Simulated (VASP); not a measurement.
# H6C2O in VASP: a series of runs, part 2 of 2

VASP 6.6.1. Earlier steps stand in the parts before.

**4. Single point, PBE+D3(BJ)**

File INCAR:

```
SYSTEM = H6C2O
ALGO = Normal
EDIFF = 1E-6
ENCUT = 910
GGA = PE
GGA_COMPAT = .False.
ISIF = 2
ISMEAR = -1
IVDW = 12
LASPH = .True.
LCHARG = .False.
LREAL = Auto
LWAVE = .False.
NBANDS = 64
NELM = 120
PREC = Accurate
SIGMA = 0.02
```

File KPOINTS:

```
k-points
0
Gamma
  1 1 1
  0 0 0
```

File POSCAR:

```
H6C2O
1.0
    7.9602190000      0.0000000000      0.0000000000
    0.0000000000      7.9602190000      0.0000000000
    0.0000000000      0.0000000000      7.9602190000
C O H
8 4 24
Direct
    0.8842321039      0.0006547847      0.4551202022
    0.9263849173      0.0037267240      0.6404494011
    0.5540656886      0.5647517420      0.1045335378
    0.7178391352      0.5029308390      0.1813346487
    0.2534021704      0.1368949343     -0.0308961791
    0.1227194538      0.2121757127      0.0855434751
    0.2753866545      0.6131000696      0.5663173718
    0.1291691387      0.5264454995      0.6547888723
    0.8643465808      0.1583159118      0.7112934708
    0.7126774651      0.3226275528      0.2089235024
   -0.0411138601      0.1546030466      0.0365594213
    0.0964026939      0.3721950008      0.5704398941
    0.8956724391      0.1576271405      0.8327287272
    0.8691446609     -0.1047823755      0.7065499211
    1.0640883735     -0.0041931900      0.6576298467
    0.9382493907     -0.1106822598      0.3929924153
    0.7472814453     -0.0005970652      0.4352484643
    0.9379252570      0.1124993074      0.3936155661
    0.7105923096      0.3031033657      0.3292702731
    0.8238212746      0.5278894856      0.0958658998
    0.7446610346      0.5667586500      0.3009689622
    0.5645595913      0.6993239081      0.0740334625
    0.5261807665      0.4957622801     -0.0118719060
    0.4482050169      0.5479734322      0.1917774529
   -0.1277746276      0.2127132890      0.1053152339
    0.1475407008      0.1748078190      0.2166825374
    0.1281379217      0.3507142184      0.0806596861
    0.3799097961      0.1742076263      0.0096578794
    0.2464321434     -0.0010826439     -0.0287512239
    0.2352471448      0.1799371997     -0.1608563308
    0.0036318993      0.3116430229      0.6275431375
    0.1616507426      0.5045130666      0.7889296844
    0.0172514714      0.6094044407      0.6532407449
    0.3040247709      0.7353295841      0.6249750532
    0.3881749470      0.5333329748      0.5722315835
    0.2446310876      0.6343631059      0.4328674108
```

Potentials or basis: VASP PAW PBE potentials, release 64 (C_h, O_h, H_h).

Started as:

```bash
$ cat potpaw_PBE.64/C_h/POTCAR potpaw_PBE.64/O_h/POTCAR potpaw_PBE.64/H_h/POTCAR > POTCAR
$ mpirun -np 1 vasp_gam > vasp.out
```

Run time: 2.3 min. Hardware: 1 thread of Intel Xeon 6975P-C (Granite Rapids), shared host; peak memory 0.89 GiB.

It converged, with:

| Item | Value |
| --- | --- |
| Free energy | -189.9385 eV |
| Pressure | -0.7 GPa |
| Largest force | 0.187 eV/Å |
| Band gap on the k mesh | 4.42 eV |
| Dispersion energy per atom | -0.029 eV |

Forces on the atoms (eV/Å):
```
C    0.037 -0.009 -0.089
C   -0.039  0.005  0.086
C    0.049  0.027  0.039
C   -0.105 -0.024 -0.075
C    0.002  0.017  0.030
C    0.023 -0.007 -0.019
C   -0.114  0.034  0.034
C    0.121 -0.001 -0.032
O    0.074 -0.132 -0.052
O    0.039  0.130  0.114
O   -0.160  0.085  0.047
O   -0.040  0.085 -0.014
H    0.000  0.034 -0.003
H    0.061  0.107 -0.058
H   -0.074 -0.019  0.008
H   -0.060  0.078  0.083
H    0.071  0.006 -0.001
H   -0.071 -0.131  0.026
H    0.008 -0.086 -0.049
H   -0.026 -0.003  0.020
H    0.009  0.015 -0.028
H   -0.026 -0.060  0.006
H    0.020  0.029  0.030
H    0.055 -0.010 -0.033
H    0.127 -0.094 -0.046
H    0.009  0.029  0.009
H    0.010  0.006  0.003
H   -0.006 -0.002 -0.006
H   -0.004  0.015 -0.002
H    0.002 -0.007 -0.007
H    0.040 -0.018  0.024
H   -0.024  0.013 -0.121
H    0.018 -0.025 -0.006
H   -0.028 -0.133 -0.050
H   -0.018  0.044  0.000
H    0.019  0.001  0.133
```

Stress tensor (GPa, compression positive):
```
-0.75  0.01  0.00
 0.01 -0.70 -0.05
 0.00 -0.05 -0.61
```

Levels at points of the mesh, in eV from the valence-band top:
```
           k point  band 38  band 39  band 40  band 41  band 42  band 43
(0.00, 0.00, 0.00)    -0.54    -0.35     0.00     4.42     5.63     5.95
```

Caveat: the k points lie up to 0.79 Å⁻¹ apart; the cutoff is under 1.25 times the usual one of these potentials, so pressure, stress and relaxed cells hold a basis-set (Pulay) error.

**5. Single point, PBE+D3(BJ)**

This run uses another cell than the first one, of 5.43 Å³/atom, 0.388 times its volume.

File INCAR:

```
PREC     = Accurate       # precision mode
ENCUT    = 520            # plane-wave cutoff, eV
EDIFF    = 1E-6           # SCF threshold, eV
ISMEAR   = -1             # smearing method
SIGMA    = 0.02           # smearing width, eV
LREAL    = Auto         
LASPH    = T              # aspherical terms in the spheres
NELM     = 120            # most SCF steps
ALGO     = Normal         # electronic algorithm
ISIF     = 2              # what is computed and relaxed
LWAVE    = F              # write WAVECAR
LCHARG   = T              # write CHGCAR
GGA      = PE             # functional
IVDW     = 12             # dispersion correction
LELF     = T              # ELF
LVHAR    = T            
NBANDS   = 64             # bands
GGA_COMPAT= F
```

File KPOINTS:

```
Automatic mesh
0
Gamma
  1 1 1
```

File POSCAR:

```
H6C2O
1.0
    5.8050400000      0.0000000000      0.0000000000
    0.0000000000      5.8050400000      0.0000000000
    0.0000000000      0.0000000000      5.8050400000
C O H
8 4 24
Direct
    0.8219753869     -0.0923163320      0.4343467056
    0.7829058887     -0.0313003872      0.6772735416
    0.6695905627      0.6434753249      0.0571744553
    0.6149311633      0.5231833028      0.2838912393
    0.3722110442      0.0858392018     -0.0125408266
    0.1808084010      0.2339346499      0.1044264984
    0.3013243664      0.8319494784      0.5463700509
    0.2662686217      0.6307450078      0.7119330788
    0.7094869286      0.1948479253      0.7060071937
    0.7929316594      0.3921592272      0.3450622218
   -0.0315587834      0.1949168309      0.0517136833
    0.1026349517      0.4715729780      0.6316235547
    0.8131210121      0.2579999449      0.8349641002
    0.6307622342     -0.1259939639      0.7490387663
    0.9127241156     -0.0759684688      0.7978411863
    0.8975304218     -0.2629956038      0.4467669473
    0.6844741811     -0.0794826565      0.3021512341
    0.9381158442      0.0209300883      0.3403766382
    0.7682806665      0.3312810937      0.5106424762
    0.6090741838      0.6370326475      0.4318144233
    0.4386533082      0.4342433472      0.2683874702
    0.5311763571      0.7712263826      0.0470797790
    0.8408383060      0.7085394760      0.0347284429
    0.6551031517      0.5446646362     -0.0870795033
   -0.1205331918      0.2833399942      0.1579145019
    0.2221173325      0.2318330279      0.2957774623
    0.2053560354      0.4117284291      0.0705593760
    0.5600133677      0.0903180684      0.0524027397
    0.3489553905     -0.0663389055      0.0724715075
    0.3612378209      0.1477336935     -0.2032544134
    0.1402574315      0.3210658324      0.6875577085
    0.4245965575      0.5440100327      0.7579620468
    0.1872166256      0.7085739289      0.8877113681
    0.4564137370      0.9258334137      0.5364131858
    0.2654589805      0.7590989898      0.3533136723
    0.1896627758      0.9773920593      0.5904352080
```

Potentials or basis: VASP PAW PBE potentials, release 64 (C, O, H).

Started as:

```bash
$ cat potpaw_PBE.64/C/POTCAR potpaw_PBE.64/O/POTCAR potpaw_PBE.64/H/POTCAR > POTCAR
$ mpirun -np 1 vasp_gam > vasp.out
```

Wall time 67 s (1 thread of Intel Xeon Platinum 8175M at 2.50GHz (Skylake/Cascade Lake), shared host); peak memory 0.31 GiB.

Results (log left out):

```yaml
Free_energy: -182.0665 eV
Pressure: 18.4 GPa
Largest_force: 6.580 eV/Å
Band_gap_on_the_k_mesh: 5.12 eV
Dispersion_energy_per_atom: -0.076 eV
```

Forces in eV/Å, atoms in the order of the input:
```
C    1.057  0.349 -0.818
C   -2.481 -0.962 -0.166
C   -0.951  0.690  2.589
C   -2.410  0.513 -0.849
C    0.123  4.251 -0.654
C    5.918  1.408  2.509
C   -1.838 -0.689 -2.378
C   -0.691  1.549  2.059
O    1.220  2.771  0.611
O    1.309 -1.990  0.830
O   -2.039 -3.644 -4.273
O   -0.345  0.435 -0.615
H   -0.485 -0.523 -0.617
H    0.964 -0.256 -0.322
H    1.244  0.065  0.266
H    0.049  0.169 -0.710
H   -0.095 -0.029  1.268
H    0.592 -0.214  0.840
H    0.161 -0.349 -0.590
H   -1.107  0.594 -0.389
H    1.536  0.524  0.298
H    1.022 -0.218 -0.503
H    0.651  0.655  0.800
H   -0.595 -2.154 -2.007
H   -1.626  1.249  2.394
H   -0.631 -0.493 -0.407
H    0.948  1.508 -0.270
H   -1.697  1.476 -0.513
H   -1.784 -3.121 -0.316
H    0.541 -1.852  1.871
H    0.168 -0.290  0.219
H    0.077 -0.220 -0.260
H    1.035 -0.781 -1.672
H    0.677 -0.602  0.120
H   -0.007  0.999  2.253
H   -0.511 -0.818 -0.599
```

Stress tensor (GPa, compression positive):
```
22.70  1.94  2.49
 1.94 24.41  4.35
 2.49  4.35  8.12
```

Levels at points of the mesh, in eV from the valence-band top:
| k point | band 36 | band 37 | band 38 | band 39 | band 40 | band 41 | band 42 | band 43 | band 44 | band 45 |
| --- | --- | --- | --- | --- | --- | --- | --- | --- | --- | --- |
| (0.00, 0.00, 0.00) | -1.45 | -0.89 | -0.81 | -0.34 | 0.00 | 5.12 | 6.03 | 6.73 | 7.22 | 7.70 |

Caveat: the k points lie up to 1.08 Å⁻¹ apart.

**6. The runs side by side**

```tsv
potentials or basis	cell	cutoff (eV)	second run	gap on the mesh (eV)	pressure (GPa)	largest force (eV/Å)
VASP PAW PBE potentials, release 64 (C, O, H)	a = 7.960 Å, 36 atoms	520	-	4.37	-1.0	5.15
VASP PAW PBE potentials, release 64 (C_h, O_h, H_h)	a = 7.960 Å, 36 atoms	910	hard_potentials	4.42	-0.7	0.19
VASP PAW PBE potentials, release 64 (C, O, H)	a = 5.805 Å, 36 atoms	520	-	5.12	18.4	6.58
```

Some of these runs hold the atoms at other places in the same cell, which the table doesn't show; runs alike in all that it shows share one row.

Alike in all rows: task single point; level PBE+D3(BJ); no spin polarisation; k mesh 1 × 1 × 1; smearing fermi-dirac 0.02 eV.

Caveats: all runs use coarse meshes; the cutoff is under 1.25 times the usual one of these potentials, so pressure, stress and relaxed cells hold a basis-set (Pulay) error (some runs).

Absolute energies hang on the potentials; compare differences alone.
